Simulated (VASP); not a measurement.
# MoS2 (P6_3/mmc) in VASP: a series of runs

Runs on MoS2. Level: PBE. Tasks: single point.

Everything below comes from runs of VASP 6.6.1. Logs are shortened: lines on timing, memory, paths and dates and some standing lists are left out, and cuts for length are marked.

### Step 1. The cell of the first run

It takes space group P6_3/mmc (No. 194, hexagonal). The conventional cell has a = 3.046 Å, b = 3.046 Å, c = 11.938 Å, α = 90.00°, β = 90.00°, γ = 120.00°. Mo (site symmetry -6m2) has 6 S at 2.37 Å and 6 Mo at 3.05 Å within 3.1 Å. S (site symmetry 3m) has 3 Mo at 2.37 Å and 6 S at 3.05 Å within 3.1 Å.

### Step 2. Single point, PBE (strain -4.0%)

Input file INCAR:

```
PREC = Accurate ; ENCUT = 520
EDIFF = 1E-7 ; ISMEAR = -1
SIGMA = 0.02 ; LREAL = False
LASPH = True ; NELM = 80
ALGO = Normal ; ISIF = 2
LWAVE = False ; LCHARG = True
GGA = PE ; LELF = True
LVHAR = True ; NBANDS = 35
```

Input file KPOINTS:

```
regular mesh
0
Gamma
  12 12 2
```

Input file POSCAR:

```
MoS2
1.0
    3.0460991321      0.0000000000      0.0000000000
   -1.5230495661      2.6379992309      0.0000000000
    0.0000000000      0.0000000000     11.9384601209
Mo S
2 4
Direct
    0.3333333333      0.6666666667      0.2500000000
    0.6666666667      0.3333333333      0.7500000000
    0.6666666667      0.3333333333      0.3831236221
    0.6666666667      0.3333333333      0.1168763779
    0.3333333333      0.6666666667      0.8831236221
    0.3333333333      0.6666666667      0.6168763779
```

Potentials or basis: VASP PAW PBE potentials, release 64 (Mo_sv, S).

Command:

```sh
$ cat potpaw_PBE.64/Mo_sv/POTCAR potpaw_PBE.64/S/POTCAR > POTCAR
$ mpirun -np 1 vasp_std > vasp.out
```

OUTCAR:

```text
PREC = Accurate
   ENCUT = 520
   EDIFF = 1E-7
   ISMEAR = -1
   LREAL = False
   LASPH = True
   NELM = 80
   ISIF = 2
   GGA = PE

 ion  position               nearest neighbor table
   1  0.333  0.667  0.250-   3 2.37   4 2.37   3 2.37   4 2.37   3 2.37   4 2.37
   2  0.667  0.333  0.750-   5 2.37   6 2.37   5 2.37   6 2.37   5 2.37   6 2.37
   3  0.667  0.333  0.383-   1 2.37   1 2.37   1 2.37
   4  0.667  0.333  0.117-   1 2.37   1 2.37   1 2.37
   5  0.333  0.667  0.883-   2 2.37   2 2.37   2 2.37
   6  0.333  0.667  0.617-   2 2.37   2 2.37   2 2.37

  LATTYP: Found a hexagonal cell.
 ALAT       =     3.0460991321
 C/A-ratio  =     3.9192618504

  Lattice vectors:

 A1 = (   3.0460991321,   0.0000000000,   0.0000000000)
 A2 = (  -1.5230495661,   2.6379992309,   0.0000000000)
 A3 = (   0.0000000000,   0.0000000000,  11.9384601209)

Analysis of symmetry for initial positions (statically):
=====================================================================
 Subroutine PRICEL returns:
 Original cell was already a primitive cell.

 Routine SETGRP: Setting up the symmetry group for a
 hexagonal supercell.

 Subroutine GETGRP returns: Found 24 space group operations
 (whereof 12 operations were pure point group operations)
 out of a pool of 24 trial point group operations.

The static configuration has the point symmetry D_3d.
 The point group associated with its full space group is D_6h.

Analysis of symmetry for dynamics (positions and initial velocities):
=====================================================================
 Subroutine PRICEL returns:
 Original cell was already a primitive cell.

 Routine SETGRP: Setting up the symmetry group for a
 hexagonal supercell.

 Subroutine GETGRP returns: Found 24 space group operations
 (whereof 12 operations were pure point group operations)
 out of a pool of 24 trial point group operations.

The dynamic configuration has the point symmetry D_3d.
 The point group associated with its full space group is D_6h.

 Subroutine INISYM returns: Found 24 space group operations
 (whereof 12 operations are pure point group operations),
 and found     1 'primitive' translations

----------------------------------------------------------------------------------------

                                     Primitive cell

  volume of cell :      95.9328

  direct lattice vectors                    reciprocal lattice vectors
     3.046099132  0.000000000  0.000000000     0.328288725  0.189537584  0.000000000
    -1.523049566  2.637999231  0.000000000     0.000000000  0.379075167  0.000000000
     0.000000000  0.000000000 11.938460121     0.000000000  0.000000000  0.083762897

  length of vectors
     3.046099132  3.046099132 11.938460121     0.379075167  0.379075167  0.083762897

  position of ions in fractional coordinates (direct lattice)
     0.333333333  0.666666667  0.250000000
     0.666666667  0.333333333  0.750000000
     0.666666667  0.333333333  0.383123622
     0.666666667  0.333333333  0.116876378
     0.333333333  0.666666667  0.883123622
     0.333333333  0.666666667  0.616876378

  ion indices of the primitive-cell ions
   primitive index   ion index
                 1           1
                 2           2
                 3           3
                 4           4
                 5           5
                 6           6

----------------------------------------------------------------------------------------

 KPOINTS: regular mesh

Automatic generation of k-mesh.
 Grid dimensions read from file:
 generate k-points for:   12   12    2

 Generating k-lattice:

  Cartesian coordinates                     Fractional coordinates (reciprocal lattice)
     0.027357394  0.015794799  0.000000000     0.083333333  0.000000000  0.000000000
     0.000000000  0.031589597  0.000000000     0.000000000  0.083333333  0.000000000
     0.000000000  0.000000000  0.041881448     0.000000000  0.000000000  0.500000000

  Length of vectors
     0.031589597  0.031589597  0.041881448

  Shift w.r.t. Gamma in fractional coordinates (k-lattice)
     0.000000000  0.000000000  0.000000000

 Subroutine IBZKPT returns following result:
 ===========================================

 Found     38 irreducible k-points:

 Following reciprocal coordinates:
            Coordinates               Weight
  0.000000  0.000000  0.000000      1.000000
  0.083333 -0.000000  0.000000      6.000000
  0.166667  0.000000  0.000000      6.000000
  0.250000  0.000000  0.000000      6.000000
  0.333333 -0.000000  0.000000      6.000000
  0.416667  0.000000  0.000000      6.000000
[... 16 lines left out ...]
  0.250000  0.000000  0.500000      6.000000
  0.333333 -0.000000  0.500000      6.000000
 [... further k-points ...]
   k-points           NKPTS =     38   k-points in BZ     NKDIM =     38   number of bands    NBANDS=     35
   number of dos      NEDOS =    301   number of ions     NIONS =      6
   total plane-waves  NPLWV =  51840
   dimension x,y,z NGX =    24 NGY =   24 NGZ =   90
   dimension x,y,z NGXF=    48 NGYF=   48 NGZF=  180
   ions per type =               2   4
   NGX,Y,Z   is equivalent  to a cutoff of  13.10, 13.10, 12.53 a.u.
   NGXF,Y,Z  is equivalent  to a cutoff of  26.20, 26.20, 25.07 a.u.
 SYSTEM =  unknown system
   PREC   = accura    normal or accurate (medium, high low for compatibility)
   ISTART =      0    job   : 0-new  1-cont  2-samecut
   ICHARG =      2    charge: 1-file 2-atom 10-const
   ISPIN  =      1    spin polarized calculation?
   LNONCOLLINEAR =      F non collinear calculations
   LSORBIT =      F    spin-orbit coupling
   LASPH  =      T    aspherical Exc in radial PAW
   ENCUT  =  520.0 eV  38.22 Ry    6.18 a.u.   5.66  5.66 22.20*2*pi/ulx,y,z
   NELM   =     80;   NELMIN=  2; NELMDL= -5     # of ELM steps
   EDIFF  = 0.1E-06   stopping-criterion for ELM
   LREAL  =      F    real-space projection
   EDIFFG = 0.1E-05   stopping-criterion for IOM
   NSW    =      0    number of steps for IOM
   IBRION =     -1    ionic relax: 0-MD 1-quasi-New 2-CG
   NFREE  =      0    steps in history (QN), initial steepest desc. (CG)
   ISIF   =      2    stress and relaxation
   ISYM   =      2    0-nonsym 1-usesym 2-fastsym
   POTIM  = 0.5000    time-step for ionic-motion
   TEBEG  =    0.0;   TEEND  =   0.0 temperature during run
   PSTRESS=    0.0 pullay stress
   NELECT =      52.0000    total number of electrons
   NUPDOWN=      -1.0000    fix difference up-down
   EMIN   =  10.00;   EMAX   =-10.00  energy-range for DOS
   EFERMI =   0.00;   METHOD = LEGACY
   ISMEAR =    -1;   SIGMA  =   0.02  broadening in eV -4-tet -1-fermi 0-gaus
   EFERMI_NEDOS =   21; number of points for ismear=-14 and -15
   IALGO  =     38    algorithm
   IMIX   =      4    mixing-type and parameters
     AMIX     =   0.40;   BMIX     =  1.00
     AMIX_MAG =   1.60;   BMIX_MAG =  1.00
  volume/ion in A,a.u.               =      15.99       107.90
  Fermi-wavevector in a.u.,A,eV,Ry     =   1.334813  2.522430 24.241833  1.781724
  Thomas-Fermi vector in A             =   2.463565
   LORBIT       =      0    0 simple, 1 ext, 2 COOP (PROOUT), +10 PAW based schemes
   GGA     = PE    functional components
   LHFCALC =     F    Hartree Fock is set to
   AEXX    =    0.0000 exact exchange contribution
   IVDW    =     0    specifies the selected vdW correction
   LEPSILON=     F    determine dielectric tensor
   LRPA    =     F    only Hartree local field effects (RPA)
 non-spin polarized calculation
  energy-cutoff  :      520.00
  volume of cell :       95.93
 maximum number of plane-waves:      2612
 NGX is ok and might be reduce to    24
   NGX = 11   NGY = 11   NGZ = 45

 number of electron      52.0000006 magnetization

 Free energy of the ion-electron system (eV)
  ---------------------------------------------------
  ext. energy  EPLUGINS =         0.00000000
  ---------------------------------------------------
  free energy    TOTEN  =       -43.09461653 eV

  energy without entropy =      -43.09461653  energy(sigma->0) =      -43.09461653

 E-fermi :   9.2251     XC(G=0): -11.4668

 val. band max:        8.8697699172   @ k =   0.0000   0.0000   0.0000
 cond. band min:       9.6158371765   @ k =   0.1667   0.1667   0.0000
 fundamental gap:      0.7460672592
 Fermi energy:         9.2251152384

 k-point     1 :       0.0000    0.0000    0.0000
  band No.  band energies     occupation
      1     -52.4376      2.00000
      2     -52.4376      2.00000
      3     -26.6809      2.00000
      4     -26.6807      2.00000
      5     -26.2934      2.00000
      6     -26.2934      2.00000
[... 27 lines left out ...]
     34      11.6954      0.00000
     35      15.2640      0.00000

 k-point     2 :       0.0833   -0.0000    0.0000
  band No.  band energies     occupation
      1     -52.4332      2.00000
      2     -52.4332      2.00000
      3     -26.6729      2.00000
      4     -26.6727      2.00000
      5     -26.3332      2.00000
      6     -26.3332      2.00000
[... 27 lines left out ...]
     34      11.6381      0.00000
     35      15.7993      0.00000

 k-point     3 :       0.1667    0.0000    0.0000
  band No.  band energies     occupation
      1     -52.4211      2.00000
      2     -52.4211      2.00000
      3     -26.6511      2.00000
      4     -26.6509      2.00000
      5     -26.4410      2.00000
      6     -26.4410      2.00000
[... 27 lines left out ...]
     34      12.1267      0.00000
     35      16.7435      0.00000
[... 723 lines left out ...]
 k-point    23 :       0.2500    0.0000    0.5000
  band No.  band energies     occupation
      1     -52.4045      2.00000
      2     -52.4045      2.00000
      3     -26.6210      2.00000
      4     -26.6210      2.00000
      5     -26.5855      2.00000
      6     -26.5855      2.00000
[... 27 lines left out ...]
     34      12.4356      0.00000
     35      16.3915      0.00000

 k-point    24 :       0.3333   -0.0000    0.5000
  band No.  band energies     occupation
      1     -52.3878      2.00000
      2     -52.3878      2.00000
      3     -26.7271      2.00000
      4     -26.7271      2.00000
      5     -26.5908      2.00000
      6     -26.5908      2.00000
[... 27 lines left out ...]
     34      12.6895      0.00000
     35      15.5942      0.00000

 [... further k-points ...]
[... 5 lines left out ...]
  --------------------------------------------------------------------------------------
  -------------------------------------------------------------------------------------
  Total        9.8664463      9.8664463      5.1013522     -0.0000000      0.0000000     -0.0000000
  in kB      164.7799356    164.7799356     85.1978982     -0.0000000      0.0000000     -0.0000000
  external PRESSURE =     138.2525898 kB  Pullay stress =       0.0000000 kB

 VOLUME and BASIS-vectors are now :
 -----------------------------------------------------------------------------
  energy-cutoff  :      520.00
  volume of cell :       95.93
      direct lattice vectors                 reciprocal lattice vectors
     3.046099132  0.000000000  0.000000000     0.328288725  0.189537584  0.000000000
    -1.523049566  2.637999231  0.000000000     0.000000000  0.379075167  0.000000000
     0.000000000  0.000000000 11.938460121     0.000000000  0.000000000  0.083762897

 POSITION                                       TOTAL-FORCE (eV/Angst)
 -----------------------------------------------------------------------------------
     -0.00000      1.75867      2.98462         0.000000      0.000000      0.000000
      1.52305      0.87933      8.95385         0.000000      0.000000      0.000000
      1.52305      0.87933      4.57391         0.000000     -0.000000      0.164115
      1.52305      0.87933      1.39532         0.000000     -0.000000     -0.164115
     -0.00000      1.75867     10.54314        -0.000000      0.000000      0.164115
     -0.00000      1.75867      7.36455        -0.000000      0.000000     -0.164115
 -----------------------------------------------------------------------------------
    total drift:                                0.000000     -0.000000      0.000000

  FREE ENERGIE OF THE ION-ELECTRON SYSTEM (eV)
  ---------------------------------------------------
  free  energy   TOTEN  =       -43.0946165350 eV

  energy  without entropy=      -43.0946165349  energy(sigma->0) =      -43.09461653
```

Wall time 60 s (1 thread of Intel Xeon 6975P-C (Granite Rapids), shared host); peak memory 0.26 GiB.

What came out:

- Free energy: -43.0946 eV
- Pressure: 13.8 GPa
- Largest force: 0.164 eV/Å
- Band gap on the k mesh: 0.75 eV, indirect (least direct gap 1.95 eV)

Forces on the atoms (eV/Å):
```
Mo   0.000  0.000  0.000
Mo   0.000  0.000  0.000
S    0.000  0.000  0.164
S    0.000  0.000 -0.164
S    0.000  0.000  0.164
S    0.000  0.000 -0.164
```

Stress tensor (GPa, compression positive):
```
16.48  0.00  0.00
 0.00 16.48  0.00
 0.00  0.00  8.52
```

Caveat: the cell differs from its parent crystal (strain -4.0%). A k mesh can miss the band edges.

### Step 3. Single point, PBE (strain -3.0%)

Input file INCAR:

```
  PREC = Accurate
  ENCUT = 520
  EDIFF = 1E-7
  ISMEAR = -1
  SIGMA = 0.02
  LREAL = False
  LASPH = True
  NELM = 60
  ALGO = Normal
  ISIF = 2
  LWAVE = False
  LCHARG = True
  GGA = PE
  LELF = True
  LVHAR = True
  NBANDS = 35
```

Input file KPOINTS:

```
Automatic mesh
0
Gamma
  12 12 2
```

Input file POSCAR:

```
MoS2
1.0
    3.0778293314      0.0000000000      0.0000000000
   -1.5389146657      2.6654783895      0.0000000000
    0.0000000000      0.0000000000     12.0628190804
Mo S
2 4
Direct
    0.3333333333      0.6666666667      0.2500000000
    0.6666666667      0.3333333333      0.7500000000
    0.6666666667      0.3333333333      0.3810864758
    0.6666666667      0.3333333333      0.1189135242
    0.3333333333      0.6666666667      0.8810864758
    0.3333333333      0.6666666667      0.6189135242
```

Potentials or basis: VASP PAW PBE potentials, release 64 (Mo_sv, S).

Command:

```sh
$ cat potpaw_PBE.64/Mo_sv/POTCAR potpaw_PBE.64/S/POTCAR > POTCAR
$ mpirun -np 1 vasp_std > vasp.out
```

It took 65 s on 1 thread of Intel Xeon 6975P-C (Granite Rapids), shared host; peak memory 0.26 GiB.

The run converged. Its results:

```yaml
Free_energy: -43.3086 eV
Pressure: 10.3 GPa
Largest_force: 0.144 eV/Å
Band_gap_on_the_k_mesh: 0.81 eV, indirect (least direct gap 1.96 eV)
```

Forces in eV/Å, atoms in the order of the input:
```
Mo   0.000  0.000  0.000
Mo   0.000  0.000  0.000
S    0.000  0.000  0.144
S    0.000  0.000 -0.144
S    0.000  0.000  0.144
S    0.000  0.000 -0.144
```

Stress tensor (GPa, compression positive):
```
12.18  0.00  0.00
 0.00 12.18  0.00
 0.00  0.00  6.68
```

Levels at points of the mesh, in eV from the valence-band top:
```csv
k point,band 22,band 23,band 24,band 25,band 26,band 27,band 28,band 29,band 30,band 31
"(0.00, 0.00, 0.00)",-1.88,-1.88,-1.47,-1.13,0.00,2.40,2.40,2.44,2.44,2.49
"(0.50, 0.00, 0.00)",-2.62,-1.50,-1.40,-1.30,-1.22,2.02,2.08,2.26,2.69,3.01
"(0.00, 0.00, 0.50)",-1.91,-1.91,-1.91,-0.30,-0.30,2.40,2.40,2.40,2.40,2.63
"(0.50, 0.00, 0.50)",-2.82,-1.36,-1.36,-1.34,-1.34,2.05,2.05,2.49,2.49,3.43
```

Caveat: the cell differs from its parent crystal (strain -3.0%); this functional lacks dispersion, which binds the layers, so the pressure and a relaxed spacing across them are unreliable. A k mesh can miss the band edges.
